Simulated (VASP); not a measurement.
Wanted: the native input for a VASP 6.6.1 run.

* Task: single point
* Functional: PBE
* Potentials or basis: VASP PAW PBE potentials, release 64 (Ir, Rh_pv)
* Cutoff: 400 eV
* k mesh: 18 × 18 × 2
* Occupations: gaussian, width 0.1 eV
* Spin: no spin polarisation
* Dipole correction: no
* k mesh for the DOS: 27 × 27 × 3
* Second try: not_converged
* Occupations for the DOS: tetrahedron
* Further INCAR settings: ALGO = Normal; EDIFF = 1e-06; NBANDS = 74

The system is Ir2Rh3.

```
Ir Rh
1.0
     2.73622    0.00000    0.00000
    -1.36811    2.36963    0.00000
     0.00000    0.00000   22.04597
Ir Rh
4 6
Direct
  0.33333 0.66667 0.94927
  0.33333 0.66667 0.15145
  0.66667 0.33333 0.84855
  0.66667 0.33333 0.05073
  0.33333 0.66667 0.74852
  0.33333 0.66667 0.35130
  0.33333 0.66667 0.54960
  0.66667 0.33333 0.25148
  0.66667 0.33333 0.45040
  0.66667 0.33333 0.64870
```

The input as run:

POSCAR

```
Ir2Rh3
1.0
    2.7362186823      0.0000000000      0.0000000000
   -1.3681093412      2.3696348892      0.0000000000
    0.0000000000      0.0000000000     22.0459708999
Ir Rh
4 6
Direct
    0.3333333333      0.6666666667      0.9492691465
    0.3333333333      0.6666666667      0.1514532618
    0.6666666667      0.3333333333      0.8485467382
    0.6666666667      0.3333333333      0.0507308535
    0.3333333333      0.6666666667      0.7485189390
    0.3333333333      0.6666666667      0.3513025076
    0.3333333333      0.6666666667      0.5495972829
    0.6666666667      0.3333333333      0.2514810610
    0.6666666667      0.3333333333      0.4504027171
    0.6666666667      0.3333333333      0.6486974924
```

INCAR.step1

```
SYSTEM = Ir2Rh3
  PREC = Accurate
  ENCUT = 400
  EDIFF = 1E-6
  ISMEAR = 0
  SIGMA = 0.1
  LREAL = .False.
  LASPH = .True.
  NELM = 300
  ALGO = Normal
  ISIF = 2
  LWAVE = .False.
  LCHARG = .True.
  LMAXMIX = 4
  GGA = PE
  NBANDS = 74
  GGA_COMPAT = .False.
  NEDOS = 2001
  LORBIT = 11
  AMIX = 0.1
  BMIX = 1E-4
  AMIX_MAG = 0.4
  BMIX_MAG = 1E-4
  KPAR = 4
```

KPOINTS.step1

```
regular mesh
0
Gamma
  18 18 2
  0 0 0
```

INCAR.step2

```
SYSTEM = Ir2Rh3
  PREC = Accurate
  ENCUT = 400
  EDIFF = 1E-6
  ISMEAR = -5
  SIGMA = 0.1
  LREAL = .False.
  LASPH = .True.
  NELM = 120
  ALGO = Normal
  ISIF = 2
  LWAVE = .False.
  LCHARG = .False.
  LMAXMIX = 4
  GGA = PE
  LORBIT = 10
  NBANDS = 74
  NEDOS = 2001
  ICHARG = 11
  GGA_COMPAT = .False.
  KPAR = 4
```

KPOINTS.step2

```
regular mesh
0
Gamma
  27 27 3
  0 0 0
```

Potentials or basis: VASP PAW PBE potentials, release 64 (Ir, Rh_pv).

Launch:

```sh
$ cat potpaw_PBE.64/Ir/POTCAR potpaw_PBE.64/Rh_pv/POTCAR > POTCAR
$ cp INCAR.step1 INCAR
$ cp KPOINTS.step1 KPOINTS
$ mpirun -np 4 vasp_std > vasp.out
$ cp INCAR.step2 INCAR
$ cp KPOINTS.step2 KPOINTS
$ mpirun -np 4 vasp_std > vasp.out
```

It gave:

```json
{
 "Valence electrons inside the program's atomic spheres": "Ir 8.33, 8.29 (each value once); Rh 13.75, 13.73, 13.74 (each value once)"
}
```

Run time: 13 min on 4 MPI ranks on AMD EPYC 9R45 96-Core Processor (Zen 5), on a shared host, peak memory 1 GiB a rank.
